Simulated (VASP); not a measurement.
CoSi3: single point with PBE

The system is CoSi3.

```
CELL_PARAMETERS angstrom
3.68023 0.00000 0.00000
0.00000 3.68023 0.00000
0.00000 0.00000 3.68023
ATOMIC_POSITIONS crystal
Co 0.00000 0.00000 0.00000
Si 0.00000 0.50000 0.50000
Si 0.50000 0.00000 0.50000
Si 0.50000 0.50000 0.00000
```

* Program: VASP 6.6.1
* Task: single point
* Functional: PBE
* Potentials or basis: VASP PAW PBE potentials, release 64 (Co, Si)
* Cutoff: 520 eV
* k mesh: 6 × 6 × 6
* Occupations: gaussian, width 0.1 eV
* Spin: collinear spin, ferromagnetic start
* Starting moments: [0.23, 0.0, 0.0, 0.0] μB
* Dipole correction: no
* Further INCAR settings: ALGO = Normal; EDIFF = 1e-07; NBANDS = 22

| Item | Value |
| --- | --- |
| Pressure | 0.0 GPa |
| Net moment | 0.52 μB per cell |
| Site moments | Co +0.46; Si +0.01 μB |
| Valence electrons inside the program's atomic spheres | Co 8.34; Si 1.56 |

Levels at points of the mesh, in eV from the Fermi level:
Spin up:
```tsv
k point	band 7	band 8	band 9	band 10	band 11	band 12	band 13	band 14	band 15	band 16
(0.00, 0.00, 0.00)	-1.99	-1.99	-1.99	-0.90	0.42	0.42	4.13	4.13	4.13	6.77
(0.50, 0.00, 0.00)	-1.73	-1.49	-1.26	-1.26	-0.51	0.10	0.10	2.63	2.65	7.09
(0.50, 0.50, 0.00)	-1.69	-1.47	-1.39	-0.94	1.83	1.88	1.88	2.42	2.42	3.76
(0.50, 0.50, 0.50)	-6.00	-1.80	-1.35	-1.35	-0.50	-0.50	-0.50	10.12	10.12	10.48
```
Spin down:
```tsv
k point	band 6	band 7	band 8	band 9	band 10	band 11	band 12	band 13	band 14	band 15
(0.00, 0.00, 0.00)	-4.70	-1.55	-1.55	-1.55	-0.81	0.71	0.71	4.13	4.13	4.13
(0.50, 0.00, 0.00)	-1.71	-1.40	-1.25	-1.25	-1.15	-0.47	0.47	0.47	2.73	2.85
(0.50, 0.50, 0.00)	-2.85	-1.32	-1.15	-1.03	-0.89	1.90	1.90	2.01	2.68	2.68
(0.50, 0.50, 0.50)	-6.00	-6.00	-1.75	-0.98	-0.98	-0.02	-0.02	-0.02	10.18	10.18
```

Wall time 110 s on 1 thread of Intel Xeon 8259CL, with other jobs on the host, peak memory 0.19 GiB.
